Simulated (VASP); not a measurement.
A run of VASP 6.6.1 is set up as follows.

Contents of INCAR:

```
PREC = Accurate
ENCUT = 520
EDIFF = 1E-7
ISMEAR = -1
SIGMA = 0.05
LREAL = False
LASPH = True
NELM = 150
ALGO = Normal
ISIF = 2
LWAVE = False
LCHARG = False
ISPIN = 2
MAGMOM = 3
LORBIT = 11
LMAXMIX = 4
GGA = PS
NBANDS = 14
```

The input KPOINTS:

```
regular mesh
0
Gamma
  13 13 13
```

The input POSCAR:

```
Fe
1.0
    0.0000000000      1.9226653112      1.9226727652
    1.3595315926      0.0000000000      1.9226727652
    1.3595315926      1.9226653112      0.0000000000
Fe
1
Direct
    0.0000000000      0.0000000000      0.0000000000
```

Potentials or basis: VASP PAW PBE potentials, release 64 (Fe).

Run with:

```console
$ cat potpaw_PBE.64/Fe/POTCAR > POTCAR
$ mpirun -np 1 vasp_std > vasp.out
```

Predict the band gap on the k mesh.

zero (filled and empty bands overlap).

Predict the site moments.

Fe +1.96 μB.

Estimate the net moment.

1.99 μB per cell.
